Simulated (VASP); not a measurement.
Set up this calculation in VASP 6.6.1, as the native input.

```
Task                   : single point
Functional             : LDA
Potentials or basis    : VASP PAW LDA potentials, release 64 (Ti_sv, O)
Cutoff                 : 520 eV
k mesh                 : 7 × 7 × 10
Occupations            : fermi-dirac, width 0.05 eV
Spin                   : no spin polarisation
Dipole correction      : no
Further INCAR settings : ALGO = Normal; EDIFF = 1e-06; NBANDS = 33
```

The structure of TiO2 lies in POSCAR:

```
TiO2
1.0
    4.4561800000      0.0000000000      0.0000000000
    0.0000000000      4.4561800000      0.0000000000
    0.0000000000      0.0000000000      2.9590000000
Ti O
2 4
Direct
    0.0000000000      0.0000000000      0.0000000000
    0.5000000000      0.5000000000      0.5000000000
    0.3060000000      0.3060000000      0.0000000000
    0.1940000000      0.8060000000      0.5000000000
    0.6940000000      0.6940000000      0.0000000000
    0.8060000000      0.1940000000      0.5000000000
```

This cell differs from its parent crystal: equal xx and yy strain of -3 %.

These files were run (other wordings do the same):

INCAR

```
  PREC = Accurate
  ENCUT = 520
  EDIFF = 1E-6
  ISMEAR = -1
  SIGMA = 0.05
  LREAL = F
  LASPH = T
  NELM = 60
  ALGO = Normal
  ISIF = 2
  LWAVE = F
  LCHARG = F
  GGA = CA
  NBANDS = 33
```

KPOINTS

```
Automatic mesh
0
Gamma
  7 7 10
```

Potentials or basis: VASP PAW LDA potentials, release 64 (Ti_sv, O).

The run is started by

```sh
$ cat potpaw_LDA.64/Ti_sv/POTCAR potpaw_LDA.64/O/POTCAR > POTCAR
$ mpirun -np 1 vasp_std > vasp.out
```

It gave:

| Quantity | Value |
| --- | --- |
| Pressure | 7.8 GPa |
| Largest force | 0.387 eV/Å |
| Band gap on the k mesh | 1.91 eV |

Caveat: the cell differs from its parent crystal (equal xx and yy strain of -3 %); the cell stands under pressure; an odd mesh through Γ misses points on the zone boundary, where band edges can lie.

Run time: 68 s on 1 thread of AMD EPYC 9R45 96-Core Processor (Zen 5), with other jobs on the host, peak memory 0.18 GiB.
